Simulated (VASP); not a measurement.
# CdH (Fm-3m) in VASP: notebook

The runs below take CdH through single point, with PBE.

Program: VASP 6.6.1. These are calculated values, not measurements. Logs are shortened: lines on timing, memory, paths and dates and some standing lists are left out, and cuts for length are marked.

### 1 The cell of the first run

It takes space group Fm-3m (No. 225, cubic). Conventional cell: a = 4.954 Å, b = 4.954 Å, c = 4.954 Å, α = 90.00°, β = 90.00°, γ = 90.00°. Cd (site symmetry m-3m) has 6 H at 2.48 Å within 3.3 Å. H (site symmetry m-3m) has 6 Cd at 2.48 Å within 3.3 Å.

### 2 Single point, PBE

Input file INCAR:

```
PREC = Accurate
ENCUT = 520
EDIFF = 1E-7
ISMEAR = 0
SIGMA = 0.1
LREAL = F
LASPH = T
NELM = 80
ALGO = Normal
ISIF = 2
LWAVE = F
LCHARG = F
GGA = PE
NBANDS = 14
```

Input file KPOINTS:

```
Automatic mesh
0
Gamma
  6 6 6
```

Input file POSCAR:

```
CdH
1.0
    0.0000000000      2.4769340620      2.4769340620
    2.4769340620      0.0000000000      2.4769340620
    2.4769340620      2.4769340620      0.0000000000
Cd H
1 1
Direct
    0.0000000000      0.0000000000      0.0000000000
    0.5000000000      0.5000000000      0.5000000000
```

Potentials or basis: VASP PAW PBE potentials, release 64 (Cd, H).

Run with:

```sh
cat potpaw_PBE.64/Cd/POTCAR potpaw_PBE.64/H/POTCAR > POTCAR
mpirun -np 1 vasp_std > vasp.out
```

OUTCAR:

```text
PREC = Accurate
   ENCUT = 520
   EDIFF = 1E-7
   ISMEAR = 0
   LREAL = F
   LASPH = T
   NELM = 80
   ISIF = 2
   GGA = PE

 ion  position               nearest neighbor table
   1  0.000  0.000  0.000-
   2  0.500  0.500  0.500-

  LATTYP: Found a face centered cubic cell.
 ALAT       =     4.9538681240

  Lattice vectors:

 A1 = (   0.0000000000,   2.4769340620,   2.4769340620)
 A2 = (   2.4769340620,   0.0000000000,   2.4769340620)
 A3 = (   2.4769340620,   2.4769340620,   0.0000000000)

Analysis of symmetry for initial positions (statically):
=====================================================================
 Subroutine PRICEL returns:
 Original cell was already a primitive cell.

 Routine SETGRP: Setting up the symmetry group for a
 face centered cubic supercell.

 Subroutine GETGRP returns: Found 48 space group operations
 (whereof 48 operations were pure point group operations)
 out of a pool of 48 trial point group operations.

The static configuration has the point symmetry O_h .

Analysis of symmetry for dynamics (positions and initial velocities):
=====================================================================
 Subroutine PRICEL returns:
 Original cell was already a primitive cell.

 Routine SETGRP: Setting up the symmetry group for a
 face centered cubic supercell.

 Subroutine GETGRP returns: Found 48 space group operations
 (whereof 48 operations were pure point group operations)
 out of a pool of 48 trial point group operations.

The dynamic configuration has the point symmetry O_h .

 Subroutine INISYM returns: Found 48 space group operations
 (whereof 48 operations are pure point group operations),
 and found     1 'primitive' translations

----------------------------------------------------------------------------------------

                                     Primitive cell

  volume of cell :      30.3930

  direct lattice vectors                    reciprocal lattice vectors
     0.000000000  2.476934062  2.476934062    -0.201862459  0.201862459  0.201862459
     2.476934062  0.000000000  2.476934062     0.201862459 -0.201862459  0.201862459
     2.476934062  2.476934062  0.000000000     0.201862459  0.201862459 -0.201862459

  length of vectors
     3.502913744  3.502913744  3.502913744     0.349636035  0.349636035  0.349636035

  position of ions in fractional coordinates (direct lattice)
     0.000000000  0.000000000  0.000000000
     0.500000000  0.500000000  0.500000000

  ion indices of the primitive-cell ions
   primitive index   ion index
                 1           1
                 2           2

----------------------------------------------------------------------------------------

 KPOINTS: Automatic mesh

Automatic generation of k-mesh.
 Grid dimensions read from file:
 generate k-points for:    6    6    6

 Generating k-lattice:

  Cartesian coordinates                     Fractional coordinates (reciprocal lattice)
    -0.033643743  0.033643743  0.033643743     0.166666667  0.000000000  0.000000000
     0.033643743 -0.033643743  0.033643743     0.000000000  0.166666667  0.000000000
     0.033643743  0.033643743 -0.033643743     0.000000000  0.000000000  0.166666667

  Length of vectors
     0.058272672  0.058272672  0.058272672

  Shift w.r.t. Gamma in fractional coordinates (k-lattice)
     0.000000000  0.000000000  0.000000000

 Subroutine IBZKPT returns following result:
 ===========================================

 Found     16 irreducible k-points:

 Following reciprocal coordinates:
            Coordinates               Weight
  0.000000  0.000000  0.000000      1.000000
  0.166667  0.000000  0.000000      8.000000
  0.333333  0.000000  0.000000      8.000000
  0.500000  0.000000  0.000000      4.000000
  0.166667  0.166667  0.000000      6.000000
  0.333333  0.166667  0.000000     24.000000
[... 8 lines left out ...]
 -0.333333  0.333333  0.166667     24.000000
 -0.333333  0.500000  0.166667     12.000000
   k-points           NKPTS =     16   k-points in BZ     NKDIM =     16   number of bands    NBANDS=     14
   number of dos      NEDOS =    301   number of ions     NIONS =      2
   total plane-waves  NPLWV =  21952
   dimension x,y,z NGX =    28 NGY =   28 NGZ =   28
   dimension x,y,z NGXF=    56 NGYF=   56 NGZF=   56
   ions per type =               1   1
   NGX,Y,Z   is equivalent  to a cutoff of  13.29, 13.29, 13.29 a.u.
   NGXF,Y,Z  is equivalent  to a cutoff of  26.58, 26.58, 26.58 a.u.
 SYSTEM =  unknown system
   PREC   = accura    normal or accurate (medium, high low for compatibility)
   ISTART =      0    job   : 0-new  1-cont  2-samecut
   ICHARG =      2    charge: 1-file 2-atom 10-const
   ISPIN  =      1    spin polarized calculation?
   LNONCOLLINEAR =      F non collinear calculations
   LSORBIT =      F    spin-orbit coupling
   LASPH  =      T    aspherical Exc in radial PAW
   ENCUT  =  520.0 eV  38.22 Ry    6.18 a.u.   6.51  6.51  6.51*2*pi/ulx,y,z
   NELM   =     80;   NELMIN=  2; NELMDL= -5     # of ELM steps
   EDIFF  = 0.1E-06   stopping-criterion for ELM
   LREAL  =      F    real-space projection
   EDIFFG = 0.1E-05   stopping-criterion for IOM
   NSW    =      0    number of steps for IOM
   IBRION =     -1    ionic relax: 0-MD 1-quasi-New 2-CG
   NFREE  =      0    steps in history (QN), initial steepest desc. (CG)
   ISIF   =      2    stress and relaxation
   ISYM   =      2    0-nonsym 1-usesym 2-fastsym
   POTIM  = 0.5000    time-step for ionic-motion
   TEBEG  =    0.0;   TEEND  =   0.0 temperature during run
   PSTRESS=    0.0 pullay stress
   NELECT =      13.0000    total number of electrons
   NUPDOWN=      -1.0000    fix difference up-down
   EMIN   =  10.00;   EMAX   =-10.00  energy-range for DOS
   EFERMI =   0.00;   METHOD = LEGACY
   ISMEAR =     0;   SIGMA  =   0.10  broadening in eV -4-tet -1-fermi 0-gaus
   EFERMI_NEDOS =   21; number of points for ismear=-14 and -15
   IALGO  =     38    algorithm
   IMIX   =      4    mixing-type and parameters
     AMIX     =   0.40;   BMIX     =  1.00
     AMIX_MAG =   1.60;   BMIX_MAG =  1.00
  volume/ion in A,a.u.               =      15.20       102.55
  Fermi-wavevector in a.u.,A,eV,Ry     =   1.233478  2.330936 20.700838  1.521469
  Thomas-Fermi vector in A             =   2.368207
   LORBIT       =      0    0 simple, 1 ext, 2 COOP (PROOUT), +10 PAW based schemes
   GGA     = PE    functional components
   LHFCALC =     F    Hartree Fock is set to
   AEXX    =    0.0000 exact exchange contribution
   IVDW    =     0    specifies the selected vdW correction
   LEPSILON=     F    determine dielectric tensor
   LRPA    =     F    only Hartree local field effects (RPA)
 non-spin polarized calculation
 Gauss-broadening in eV      SIGMA  =   0.10
  energy-cutoff  :      520.00
  volume of cell :       30.39
 maximum number of plane-waves:       869
 NGX is ok and might be reduce to    28
   NGX = 13   NGY = 13   NGZ = 13

 number of electron      13.0000001 magnetization

 Free energy of the ion-electron system (eV)
  ---------------------------------------------------
  ext. energy  EPLUGINS =         0.00000000
  ---------------------------------------------------
  free energy    TOTEN  =        -2.93009626 eV

  energy without entropy =       -2.92117868  energy(sigma->0) =       -2.92563747

 E-fermi :   1.7385     XC(G=0):  -9.9861

 val. band max:        1.6707207808   @ k =   0.3333   0.0000   0.0000
 cond. band min:       1.7474824525   @ k =  -0.3333   0.5000   0.1667
 fundamental gap:      0.0767616716
 Fermi energy:         1.7384833897

 k-point     1 :       0.0000    0.0000    0.0000
  band No.  band energies     occupation
      1      -7.1118      2.00000
      2      -7.0769      2.00000
      3      -7.0769      2.00000
      4      -7.0769      2.00000
      5      -6.8664      2.00000
      6      -6.8664      2.00000
      7       6.2143      0.00000
      8      12.0007      0.00000
      9      12.0007      0.00000
     10      12.0007      0.00000
     11      13.9551      0.00000
     12      15.9177      0.00000
     13      15.9177      0.00000
     14      15.9177      0.00000

 k-point     2 :       0.1667    0.0000    0.0000
  band No.  band energies     occupation
      1      -7.1275      2.00000
      2      -7.0362      2.00000
      3      -7.0362      2.00000
      4      -6.8668      2.00000
      5      -6.8668      2.00000
      6      -6.5624      2.00000
      7       4.8222      0.00000
      8       9.7832      0.00000
      9      11.5719      0.00000
     10      11.5719      0.00000
     11      14.2284      0.00000
     12      16.3667      0.00000
     13      16.3667      0.00000
     14      17.3134      0.00000

 k-point     3 :       0.3333    0.0000    0.0000
  band No.  band energies     occupation
      1      -7.2217      2.00000
      2      -7.0611      2.00000
      3      -7.0611      2.00000
      4      -6.7553      2.00000
      5      -6.7553      2.00000
      6      -5.0022      2.00000
      7       1.6707      1.66209
      8       7.7681      0.00000
      9      11.0736      0.00000
     10      11.0736      0.00000
     11      14.2479      0.00000
     12      14.2479      0.00000
     13      15.1723      0.00000
     14      18.7697      0.00000
[... 188 lines left out ...]
 k-point    15 :      -0.3333    0.3333    0.1667
  band No.  band energies     occupation
      1      -7.3716      2.00000
      2      -7.0988      2.00000
      3      -6.9852      2.00000
      4      -6.8664      2.00000
      5      -6.6718      2.00000
      6      -1.7232      2.00000
      7       0.5290      2.00000
      8       4.0340      0.00000
      9       4.9731      0.00000
     10      10.6684      0.00000
     11      14.9451      0.00000
     12      17.0847      0.00000
     13      18.1893      0.00000
     14      20.6692      0.00000

 k-point    16 :      -0.3333    0.5000    0.1667
  band No.  band energies     occupation
      1      -7.5405      2.00000
      2      -7.2176      2.00000
      3      -6.8478      2.00000
      4      -6.7908      2.00000
      5      -6.6205      2.00000
      6      -0.9593      2.00000
      7       1.7475      0.89873
      8       2.2665      0.00000
      9       4.1354      0.00000
     10       9.9114      0.00000
     11      13.4094      0.00000
     12      18.0724      0.00000
     13      18.8409      0.00000
     14      24.8567      0.00000

------------------------ aborting loop because EDIFF is reached ----------------------------------------

  FORCE on cell =-STRESS in cart. coord.  units (eV):
  Direction    XX          YY          ZZ          XY          YZ          ZX
  --------------------------------------------------------------------------------------
  -------------------------------------------------------------------------------------
  Total       -0.5467169     -0.5467169     -0.5467169      0.0000000      0.0000000      0.0000000
  in kB      -28.8203824    -28.8203824    -28.8203824      0.0000000      0.0000000      0.0000000
  external PRESSURE =     -28.8203824 kB  Pullay stress =       0.0000000 kB

 VOLUME and BASIS-vectors are now :
 -----------------------------------------------------------------------------
  energy-cutoff  :      520.00
  volume of cell :       30.39
      direct lattice vectors                 reciprocal lattice vectors
     0.000000000  2.476934062  2.476934062    -0.201862459  0.201862459  0.201862459
     2.476934062  0.000000000  2.476934062     0.201862459 -0.201862459  0.201862459
     2.476934062  2.476934062  0.000000000     0.201862459  0.201862459 -0.201862459

 POSITION                                       TOTAL-FORCE (eV/Angst)
 -----------------------------------------------------------------------------------
      0.00000      0.00000      0.00000         0.000000      0.000000     -0.000000
      2.47693      2.47693      2.47693        -0.000000     -0.000000      0.000000
 -----------------------------------------------------------------------------------
    total drift:                               -0.000000      0.000000      0.000000

  FREE ENERGIE OF THE ION-ELECTRON SYSTEM (eV)
  ---------------------------------------------------
  free  energy   TOTEN  =        -2.9300962629 eV

  energy  without entropy=       -2.9211786807  energy(sigma->0) =       -2.92563747
```

It took 7.2 s on 1 thread of Oxide Virtual Turin-like, shared host; peak memory 0.12 GiB.

Results:

* Free energy: -2.9301 eV
* Pressure: -2.9 GPa

Levels at points of the mesh, in eV from the Fermi level:
| k point | band 4 | band 5 | band 6 | band 7 | band 8 | band 9 |
| --- | --- | --- | --- | --- | --- | --- |
| (0.00, 0.00, 0.00) | -8.82 | -8.60 | -8.60 | 4.48 | 10.26 | 10.26 |
| (0.50, 0.00, 0.00) | -8.41 | -8.41 | -5.12 | -2.40 | 5.41 | 9.19 |
| (0.50, 0.50, 0.00) | -8.36 | -8.36 | -2.84 | -0.93 | 2.63 | 4.59 |

Caveat: the k points lie up to 0.37 Å⁻¹ apart.

### 3 Single point, PBE

This run uses another cell than the first one, of 14.03 Å³/atom, 0.923 times its volume.

Input file INCAR:

```
PREC = Accurate
ENCUT = 520
EDIFF = 1E-6
ISMEAR = 0
SIGMA = 0.1
LREAL = F
LASPH = T
NELM = 60
ALGO = Normal
ISIF = 2
LWAVE = F
LCHARG = T
GGA = PE
LELF = T
LVHAR = T
NBANDS = 14
```

Input file KPOINTS:

```
regular mesh
0
Gamma
  20 20 20
```

Input file POSCAR:

```
CdH
1.0
    0.0000000000      2.4116197300      2.4116197300
    2.4116197300      0.0000000000      2.4116197300
    2.4116197300      2.4116197300      0.0000000000
Cd H
1 1
Direct
    0.0000000000      0.0000000000      0.0000000000
    0.5000000000      0.5000000000      0.5000000000
```

Potentials or basis: VASP PAW PBE potentials, release 64 (Cd, H).

Run with:

```sh
cat potpaw_PBE.64/Cd/POTCAR potpaw_PBE.64/H/POTCAR > POTCAR
mpirun -np 1 vasp_std > vasp.out
```

It took 2.7 min on 1 thread of Oxide Virtual Turin-like, shared host; peak memory 0.2 GiB.

The run converged. Its results:

```yaml
Free_energy: -2.9399 eV
Pressure: 0.1 GPa
```

Levels at points of the mesh, in eV from the Fermi level:
| k point | band 4 | band 5 | band 6 | band 7 | band 8 | band 9 |
| --- | --- | --- | --- | --- | --- | --- |
| (0.00, 0.00, 0.00) | -8.74 | -8.49 | -8.49 | 5.12 | 11.01 | 11.01 |
| (0.50, 0.00, 0.00) | -8.25 | -8.25 | -5.32 | -2.21 | 5.83 | 9.93 |
| (0.50, 0.50, 0.00) | -8.19 | -8.19 | -2.62 | -0.97 | 3.29 | 4.93 |

### 4 Single point, PBE

This run uses another cell than the first one, of 14.03 Å³/atom, 0.923 times its volume.

Input file INCAR:

```
SYSTEM = CdH
PREC = Accurate
ENCUT = 520
EDIFF = 1E-7
ISMEAR = 0
SIGMA = 0.1
LREAL = .False.
LASPH = .True.
NELM = 60
ALGO = Normal
ISIF = 2
LWAVE = .False.
LCHARG = .False.
GGA = PE
NBANDS = 14
```

Input file KPOINTS:

```
Automatic mesh
0
Gamma
  20 20 20
  0 0 0
```

POSCAR is that of step 3.

Run with:

```sh
cat potpaw_PBE.64/Cd/POTCAR potpaw_PBE.64/H/POTCAR > POTCAR
mpirun -np 1 vasp_std > vasp.out
```

Wall time 2.5 min (1 thread of Oxide Virtual Turin-like, shared host); peak memory 0.2 GiB.

It converged, with:

```
Free energy : -2.9399 eV
Pressure    : 0.1 GPa
```

Levels at points of the mesh, in eV from the Fermi level:
```tsv
k point	band 4	band 5	band 6	band 7	band 8	band 9
(0.00, 0.00, 0.00)	-8.74	-8.49	-8.49	5.12	11.01	11.01
(0.50, 0.00, 0.00)	-8.25	-8.25	-5.32	-2.21	5.83	9.93
(0.50, 0.50, 0.00)	-8.19	-8.19	-2.62	-0.97	3.29	4.93
```
